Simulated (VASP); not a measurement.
# BiB (F-43m) in VASP: notebook

Runs on BiB. Level: PBE. Tasks: relaxation of cell and atoms, single point.

Everything below comes from runs of VASP 6.6.1. Logs are shortened: lines on timing, memory, paths and dates and some standing lists are left out, and cuts for length are marked.

## 1. The cell of the first run

The structure is cubic, space group F-43m (No. 216). The conventional cell has a = 5.354 Å, b = 5.354 Å, c = 5.354 Å, α = 90.00°, β = 90.00°, γ = 90.00°. B (site symmetry -43m) has 4 Bi at 2.32 Å within 3.1 Å. Bi (site symmetry -43m) has 4 B at 2.32 Å within 3.1 Å.

## 2. Relaxation of cell and atoms, PBE

INCAR

```
SYSTEM = BiB
PREC = Accurate ; ENCUT = 600
EDIFF = 1E-6 ; ISMEAR = -1
SIGMA = 0.02 ; LREAL = .False.
LASPH = .True. ; NELM = 100
ALGO = Normal ; ISIF = 3
LWAVE = .False. ; LCHARG = .False.
GGA = PE ; IBRION = 2
NSW = 80 ; EDIFFG = -0.005
```

KPOINTS

```
Automatic mesh
0
Gamma
  8 8 8
  0 0 0
```

POSCAR

```
BiB
1.0
    0.0000000000      2.6768267881      2.6768267881
    2.6768267881      0.0000000000      2.6768267881
    2.6768267881      2.6768267881      0.0000000000
B Bi
1 1
Direct
    0.0000000000      0.0000000000      0.0000000000
    0.2500000000      0.2500000000      0.2500000000
```

Potentials or basis: VASP PAW PBE potentials, release 64 (B, Bi_d).

The run is started by

```sh
$ cat potpaw_PBE.64/B/POTCAR potpaw_PBE.64/Bi_d/POTCAR > POTCAR
$ mpirun -np 1 vasp_std > vasp.out
```

OUTCAR:

```text
SYSTEM = BiB
   PREC = Accurate
   ENCUT = 600
   EDIFF = 1E-6
   ISMEAR = -1
   LREAL = .False.
   LASPH = .True.
   NELM = 100
   ISIF = 3
   GGA = PE
   IBRION = 2
   NSW = 80
   EDIFFG = -0.005

 ion  position               nearest neighbor table
   1  0.000  0.000  0.000-   2 2.32   2 2.32   2 2.32   2 2.32
   2  0.250  0.250  0.250-   1 2.32   1 2.32   1 2.32   1 2.32

  LATTYP: Found a face centered cubic cell.
 ALAT       =     5.3536535762

  Lattice vectors:

 A1 = (   0.0000000000,   2.6768267881,   2.6768267881)
 A2 = (   2.6768267881,   0.0000000000,   2.6768267881)
 A3 = (   2.6768267881,   2.6768267881,   0.0000000000)

Analysis of symmetry for initial positions (statically):
=====================================================================
 Subroutine PRICEL returns:
 Original cell was already a primitive cell.

 Routine SETGRP: Setting up the symmetry group for a
 face centered cubic supercell.

 Subroutine GETGRP returns: Found 24 space group operations
 (whereof 24 operations were pure point group operations)
 out of a pool of 48 trial point group operations.

The static configuration has the point symmetry T_d .

Analysis of symmetry for dynamics (positions and initial velocities):
=====================================================================
 Subroutine PRICEL returns:
 Original cell was already a primitive cell.

 Routine SETGRP: Setting up the symmetry group for a
 face centered cubic supercell.

 Subroutine GETGRP returns: Found 24 space group operations
 (whereof 24 operations were pure point group operations)
 out of a pool of 48 trial point group operations.

The dynamic configuration has the point symmetry T_d .

 Subroutine INISYM returns: Found 24 space group operations
 (whereof 24 operations are pure point group operations),
 and found     1 'primitive' translations

----------------------------------------------------------------------------------------

                                     Primitive cell

  volume of cell :      38.3611

  direct lattice vectors                    reciprocal lattice vectors
     0.000000000  2.676826788  2.676826788    -0.186788328  0.186788328  0.186788328
     2.676826788  0.000000000  2.676826788     0.186788328 -0.186788328  0.186788328
     2.676826788  2.676826788  0.000000000     0.186788328  0.186788328 -0.186788328

  length of vectors
     3.785604748  3.785604748  3.785604748     0.323526874  0.323526874  0.323526874

  position of ions in fractional coordinates (direct lattice)
     0.000000000  0.000000000  0.000000000
     0.250000000  0.250000000  0.250000000

  ion indices of the primitive-cell ions
   primitive index   ion index
                 1           1
                 2           2

----------------------------------------------------------------------------------------

 KPOINTS: Automatic mesh

Automatic generation of k-mesh.
 Grid dimensions read from file:
 generate k-points for:    8    8    8

 Generating k-lattice:

  Cartesian coordinates                     Fractional coordinates (reciprocal lattice)
    -0.023348541  0.023348541  0.023348541     0.125000000  0.000000000  0.000000000
     0.023348541 -0.023348541  0.023348541     0.000000000  0.125000000  0.000000000
     0.023348541  0.023348541 -0.023348541     0.000000000  0.000000000  0.125000000

  Length of vectors
     0.040440859  0.040440859  0.040440859

  Shift w.r.t. Gamma in fractional coordinates (k-lattice)
     0.000000000  0.000000000  0.000000000

 Subroutine IBZKPT returns following result:
 ===========================================

 Found     29 irreducible k-points:

 Following reciprocal coordinates:
            Coordinates               Weight
  0.000000  0.000000  0.000000      1.000000
  0.125000  0.000000  0.000000      8.000000
  0.250000  0.000000  0.000000      8.000000
  0.375000  0.000000  0.000000      8.000000
  0.500000  0.000000  0.000000      4.000000
  0.125000  0.125000  0.000000      6.000000
[... 16 lines left out ...]
  0.500000  0.250000  0.125000     48.000000
 -0.375000  0.250000  0.125000     24.000000
 [... further k-points ...]
   k-points           NKPTS =     29   k-points in BZ     NKDIM =     29   number of bands    NBANDS=     13
   number of dos      NEDOS =    301   number of ions     NIONS =      2
   total plane-waves  NPLWV =  27000
   dimension x,y,z NGX =    30 NGY =   30 NGZ =   30
   dimension x,y,z NGXF=    60 NGYF=   60 NGZF=   60
   ions per type =               1   1
   NGX,Y,Z   is equivalent  to a cutoff of  13.17, 13.17, 13.17 a.u.
   NGXF,Y,Z  is equivalent  to a cutoff of  26.35, 26.35, 26.35 a.u.
 SYSTEM =  BiB
   PREC   = accura    normal or accurate (medium, high low for compatibility)
   ISTART =      0    job   : 0-new  1-cont  2-samecut
   ICHARG =      2    charge: 1-file 2-atom 10-const
   ISPIN  =      1    spin polarized calculation?
   LNONCOLLINEAR =      F non collinear calculations
   LSORBIT =      F    spin-orbit coupling
   LASPH  =      T    aspherical Exc in radial PAW
   ENCUT  =  600.0 eV  44.10 Ry    6.64 a.u.   7.56  7.56  7.56*2*pi/ulx,y,z
   NELM   =    100;   NELMIN=  2; NELMDL= -5     # of ELM steps
   EDIFF  = 0.1E-05   stopping-criterion for ELM
   LREAL  =      F    real-space projection
   EDIFFG = -.5E-02   stopping-criterion for IOM
   NSW    =     80    number of steps for IOM
   IBRION =      2    ionic relax: 0-MD 1-quasi-New 2-CG
   NFREE  =      1    steps in history (QN), initial steepest desc. (CG)
   ISIF   =      3    stress and relaxation
   ISYM   =      2    0-nonsym 1-usesym 2-fastsym
   POTIM  = 0.5000    time-step for ionic-motion
   TEBEG  =    0.0;   TEEND  =   0.0 temperature during run
   PSTRESS=    0.0 pullay stress
   NELECT =      18.0000    total number of electrons
   NUPDOWN=      -1.0000    fix difference up-down
   EMIN   =  10.00;   EMAX   =-10.00  energy-range for DOS
   EFERMI =   0.00;   METHOD = LEGACY
   ISMEAR =    -1;   SIGMA  =   0.02  broadening in eV -4-tet -1-fermi 0-gaus
   EFERMI_NEDOS =   21; number of points for ismear=-14 and -15
   IALGO  =     38    algorithm
   IMIX   =      4    mixing-type and parameters
     AMIX     =   0.40;   BMIX     =  1.00
     AMIX_MAG =   1.60;   BMIX_MAG =  1.00
  volume/ion in A,a.u.               =      19.18       129.44
  Fermi-wavevector in a.u.,A,eV,Ry     =   1.272141  2.403999 22.018904  1.618344
  Thomas-Fermi vector in A             =   2.405036
   LORBIT       =      0    0 simple, 1 ext, 2 COOP (PROOUT), +10 PAW based schemes
   GGA     = PE    functional components
   LHFCALC =     F    Hartree Fock is set to
   AEXX    =    0.0000 exact exchange contribution
   IVDW    =     0    specifies the selected vdW correction
   LEPSILON=     F    determine dielectric tensor
   LRPA    =     F    only Hartree local field effects (RPA)
 conjugate gradient relaxation of ions
 non-spin polarized calculation
  energy-cutoff  :      600.00
  volume of cell :       38.36
 maximum number of plane-waves:      1303
   NGX = 15   NGY = 15   NGZ = 15

--------------------------------------- Ionic step        1  -------------------------------------------

 number of electron      18.0000005 magnetization

 Free energy of the ion-electron system (eV)
  ---------------------------------------------------
  ext. energy  EPLUGINS =         0.00000000
  ---------------------------------------------------
  free energy    TOTEN  =        -8.90395398 eV

  energy without entropy =       -8.90395398  energy(sigma->0) =       -8.90395398

 E-fermi :   8.4027     XC(G=0): -10.3771

 val. band max:        8.0726675836   @ k =   0.0000   0.0000   0.0000
 cond. band min:       8.7484324693   @ k =   0.3750   0.3750   0.0000
 fundamental gap:      0.6757648858
 Fermi energy:         8.4027119003

 k-point     1 :       0.0000    0.0000    0.0000
  band No.  band energies     occupation
      1     -15.2262      2.00000
      2     -15.2262      2.00000
      3     -15.2262      2.00000
      4     -15.1153      2.00000
      5     -15.1153      2.00000
      6      -6.6869      2.00000
      7       8.0727      2.00000
      8       8.0727      2.00000
      9       8.0727      2.00000
     10       8.9166      0.00000
     11      10.9887      0.00000
     12      10.9887      0.00000
     13      10.9887      0.00000

 k-point     2 :       0.1250    0.0000    0.0000
  band No.  band energies     occupation
      1     -15.2250      2.00000
      2     -15.2182      2.00000
      3     -15.2182      2.00000
      4     -15.1150      2.00000
      5     -15.1150      2.00000
      6      -6.4692      2.00000
      7       5.9422      2.00000
      8       7.6745      2.00000
      9       7.6745      2.00000
     10       9.4233      0.00000
     11      11.4608      0.00000
[... 412 lines left out ...]
 POSITION                                       TOTAL-FORCE (eV/Angst)
 -----------------------------------------------------------------------------------
      0.00000      0.00000      0.00000        -0.000000     -0.000000      0.000000
      1.40288      1.40288      1.40288         0.000000      0.000000     -0.000000
 -----------------------------------------------------------------------------------
    total drift:                                0.000000      0.000000      0.000000

  FREE ENERGIE OF THE ION-ELECTRON SYSTEM (eV)
  ---------------------------------------------------
  free  energy   TOTEN  =        -8.9701043821 eV

  energy  without entropy=       -8.9699543421  energy(sigma->0) =       -8.97002936

--------------------------------------- Ionic step        3  -------------------------------------------

 number of electron      18.0000002 magnetization

 Free energy of the ion-electron system (eV)
  ---------------------------------------------------
  ext. energy  EPLUGINS =         0.00000000
  ---------------------------------------------------
  free energy    TOTEN  =        -8.99195941 eV

  energy without entropy =       -8.99193204  energy(sigma->0) =       -8.99194572

 E-fermi :   7.0230     XC(G=0):  -9.9488

 val. band max:        6.9348480512   @ k =   0.0000   0.0000   0.0000
 cond. band min:       7.0887923272   @ k =   0.0000   0.0000   0.0000
 fundamental gap:      0.1539442761
 Fermi energy:         7.0230497619

 k-point     1 :       0.0000    0.0000    0.0000
  band No.  band energies     occupation
      1     -16.1617      2.00000
      2     -16.1617      2.00000
      3     -16.1617      2.00000
      4     -16.0837      2.00000
      5     -16.0837      2.00000
      6      -7.0675      2.00000
      7       6.9348      1.97598
      8       6.9348      1.97598
      9       6.9348      1.97598
     10       7.0888      0.07203
     11       9.7198      0.00000
     12       9.7198      0.00000
     13       9.7198      0.00000

 k-point     2 :       0.1250    0.0000    0.0000
  band No.  band energies     occupation
      1     -16.1608      2.00000
      2     -16.1561      2.00000
      3     -16.1561      2.00000
      4     -16.0834      2.00000
      5     -16.0834      2.00000
      6      -6.8718      2.00000
      7       4.7457      2.00000
      8       6.5780      2.00000
      9       6.5780      2.00000
     10       7.8841      0.00000
     11      10.1506      0.00000
[... 376 lines left out ...]
 POSITION                                       TOTAL-FORCE (eV/Angst)
 -----------------------------------------------------------------------------------
      0.00000      0.00000      0.00000        -0.000000      0.000000     -0.000000
      1.38006      1.38006      1.38006         0.000000     -0.000000      0.000000
 -----------------------------------------------------------------------------------
    total drift:                                0.000000      0.000000      0.000000

  FREE ENERGIE OF THE ION-ELECTRON SYSTEM (eV)
  ---------------------------------------------------
  free  energy   TOTEN  =        -8.9919594076 eV

  energy  without entropy=       -8.9919320397  energy(sigma->0) =       -8.99194572

 reached required accuracy - stopping structural energy minimisation
```

Wall time 53 s (1 thread of Intel Xeon Platinum 8488C (Sapphire Rapids), shared host); peak memory 0.18 GiB.

Results:

```yaml
Free_energy: -8.9920 eV
Relaxed_volume: 21.03 Å³/atom
Relaxed_cell: a = 3.903 Å, b = 3.903 Å, c = 3.903 Å, α = 60.00°, β = 60.00°, γ = 60.00°
Space_group_after_relaxing_to_0.05_Å: F-43m (No. 216)
Energy_gained_by_relaxing: 44.0 meV/atom
Ionic_steps: 3
Pressure_after_relaxing: 0.0 GPa
Band_gap_on_the_k_mesh: 0.15 eV, direct
```

The path:
| step | energy change (eV) | largest force (eV/Å) | pressure (GPa) | volume (Å³) |
| --- | --- | --- | --- | --- |
| 1 | 0.0000 | 0.0000 | 8.34 | 38.36 |
| 2 | -0.0662 | 0.0000 | -3.16 | 44.18 |
| 3 | -0.0880 | 0.0000 | -0.01 | 42.05 |

Final structure:
```
B Bi
1.0
     0.00000    2.76012    2.76012
     2.76012    0.00000    2.76012
     2.76012    2.76012    0.00000
B Bi
1 1
Direct
  0.00000 0.00000 0.00000
  0.25000 0.25000 0.25000
```

Caveat: spin-orbit coupling is left out, which moves the levels of the heavy elements. A k mesh can miss the band edges.

## 3. Single point, PBE, non-collinear spin, zero start, spin-orbit coupling

This run uses another cell than the first one, of 20.68 Å³/atom, 1.078 times its volume.

INCAR

```
SYSTEM = BiB
PREC     = Accurate       ! precision mode
ENCUT    = 520            ! plane-wave cutoff, eV
EDIFF    = 1E-7           ! SCF threshold, eV
ISMEAR   = -1             ! smearing method
SIGMA    = 0.02           ! smearing width, eV
LREAL    = .False.        ! projectors in reciprocal space
LASPH    = .True.         ! aspherical terms in the spheres
NELM     = 150            ! most SCF steps
ALGO     = Normal         ! electronic algorithm
ISIF     = 2              ! what is computed and relaxed
LWAVE    = .False.        ! write WAVECAR
LCHARG   = .False.        ! write CHGCAR
MAGMOM   = 0 0 0 0 0 0    ! initial moments
LORBIT   = 11             ! projections on sites
LSORBIT  = .True.         ! spin-orbit coupling
GGA_COMPAT= .False.      
LORBMOM  = .True.       
GGA      = PE             ! functional
NBANDS   = 30             ! bands
```

KPOINTS

```
regular mesh
0
Gamma
  8 8 8
  0 0 0
```

POSCAR

```
BiB
1.0
    0.0000000000      2.7448744764      2.7448744764
    2.7448744764      0.0000000000      2.7448744764
    2.7448744764      2.7448744764      0.0000000000
B Bi
1 1
Direct
    0.0000000000      0.0000000000      0.0000000000
    0.2500000000      0.2500000000      0.2500000000
```

Potentials or basis: VASP PAW PBE potentials, release 64 (B, Bi_d).

The run is started by

```sh
$ cat potpaw_PBE.64/B/POTCAR potpaw_PBE.64/Bi_d/POTCAR > POTCAR
$ mpirun -np 1 vasp_ncl > vasp.out
```

OUTCAR:

```text
SYSTEM = BiB
   PREC = Accurate
   ENCUT = 520
   EDIFF = 1E-7
   ISMEAR = -1
   LREAL = .False.
   LASPH = .True.
   NELM = 150
   ISIF = 2
   LORBIT = 11
   LSORBIT = .True.
   GGA = PE

 ion  position               nearest neighbor table
   1  0.000  0.000  0.000-   2 2.38   2 2.38   2 2.38   2 2.38
   2  0.250  0.250  0.250-   1 2.38   1 2.38   1 2.38   1 2.38

  LATTYP: Found a face centered cubic cell.
 ALAT       =     5.4897489528

  Lattice vectors:

 A1 = (   0.0000000000,   2.7448744764,   2.7448744764)
 A2 = (   2.7448744764,   0.0000000000,   2.7448744764)
 A3 = (   2.7448744764,   2.7448744764,   0.0000000000)

[... 1083 lines left out ...]
    -0.0532772    -0.0133193     0.0000000    -0.0133193     0.0000000
 l=   3
     0.0000000     0.0000000     0.0000000     0.0000000     0.0000000     0.0000000     0.0000000
     0.0000000     0.0000000     0.0000000     0.0000000     0.0000000     0.0000000     0.0000000
     0.0000000     0.0000000     0.0000000     0.0000000     0.0000000     0.0000000     0.0000000
     0.0000000     0.0000000     0.0000000     0.0000000     0.0000000     0.0000000     0.0000000
     0.0000000     0.0000000     0.0000000     0.0000000     0.0000000     0.0000000     0.0000000
     0.0000000     0.0000000     0.0000000     0.0000000     0.0000000     0.0000000     0.0000000
     0.0000000     0.0000000     0.0000000     0.0000000     0.0000000     0.0000000     0.0000000

 total charge

# of ion       s       p       d       tot
------------------------------------------
    1        0.679   0.992   0.000   1.671
    2        1.418   1.614   9.964  12.995
--------------------------------------------------
tot          2.097   2.606   9.964  14.667

 magnetization (x)

# of ion       s       p       d       tot
------------------------------------------
    1       -0.000   0.000   0.000   0.000
    2        0.000   0.000  -0.000   0.000
--------------------------------------------------
tot         -0.000   0.000  -0.000   0.000

 magnetization (y)

# of ion       s       p       d       tot
------------------------------------------
    1        0.000  -0.000   0.000  -0.000
    2        0.000  -0.000   0.000   0.000
--------------------------------------------------
tot          0.000  -0.000   0.000  -0.000

 magnetization (z)

# of ion       s       p       d       tot
------------------------------------------
    1       -0.000  -0.000   0.000  -0.000
    2       -0.000   0.000  -0.000  -0.000
--------------------------------------------------
tot         -0.000  -0.000  -0.000  -0.000
```

OSZICAR:

```text
N       E                     dE             d eps       ncg     rms          rms(c)
DAV:   1     0.185361527760E+03    0.18536E+03   -0.91002E+03  2586   0.141E+03
DAV:   2     0.907418392066E+01   -0.17629E+03   -0.16892E+03  2580   0.410E+02
DAV:   3    -0.957933230044E+01   -0.18654E+02   -0.18357E+02  3092   0.137E+02
DAV:   4    -0.102853406422E+02   -0.70601E+00   -0.70392E+00  3108   0.277E+01
DAV:   5    -0.103150220435E+02   -0.29681E-01   -0.29677E-01  3732   0.552E+00    0.367E+00
DAV:   6    -0.968300083245E+01    0.63202E+00   -0.92812E-01  3482   0.807E+00    0.139E+00
DAV:   7    -0.966616258571E+01    0.16838E-01   -0.22234E-01  3018   0.252E+00    0.787E-01
DAV:   8    -0.966402367103E+01    0.21389E-02   -0.23669E-02  3364   0.177E+00    0.530E-01
DAV:   9    -0.966403724551E+01   -0.13574E-04   -0.21546E-03  3124   0.469E-01    0.107E-01
DAV:  10    -0.966382220756E+01    0.21504E-03   -0.17183E-03  3588   0.485E-01    0.471E-02
DAV:  11    -0.966388950618E+01   -0.67299E-04   -0.17755E-04  2906   0.100E-01    0.197E-02
DAV:  12    -0.966391353250E+01   -0.24026E-04   -0.39271E-05  2942   0.545E-02    0.392E-03
DAV:  13    -0.966391433713E+01   -0.80463E-06   -0.21574E-06  3624   0.152E-02    0.190E-03
DAV:  14    -0.966391459473E+01   -0.25761E-06   -0.16655E-07  2554   0.416E-03    0.146E-03
DAV:  15    -0.966391468331E+01   -0.88577E-07   -0.72928E-08  2486   0.198E-03
   1 F= -.96639147E+01 E0= -.96638727E+01  d E =-.838737E-04  mag=     0.0000     0.0000     0.0000
```

stdout:

```text
POSCAR found type information on POSCAR B Bi
 POSCAR found :  2 types and       2 ions
 scaLAPACK will be used
 LDA part: xc-table for (Slater+PW92), standard interpolation
 POSCAR, INCAR and KPOINTS ok, starting setup
 FFT: planning ... GRIDC
 FFT: planning ... GRID_SOFT
 FFT: planning ... GRID
 WAVECAR not read
 entering main loop
```

Run time: 2.8 min. Hardware: 1 thread of Intel Xeon Platinum 8488C (Sapphire Rapids), shared host; peak memory 0.32 GiB.

Results:

| Item | Value |
| --- | --- |
| Free energy | -9.6639 eV |
| Pressure | 1.4 GPa |
| Net moment | 0.00 μB per cell |
| Valence electrons inside the program's atomic spheres | B 1.67; Bi 12.99 |

Moments on the atoms (μB; x, y, z):
```
B   0.00 0.00 0.00
Bi  0.00 0.00 0.00
```
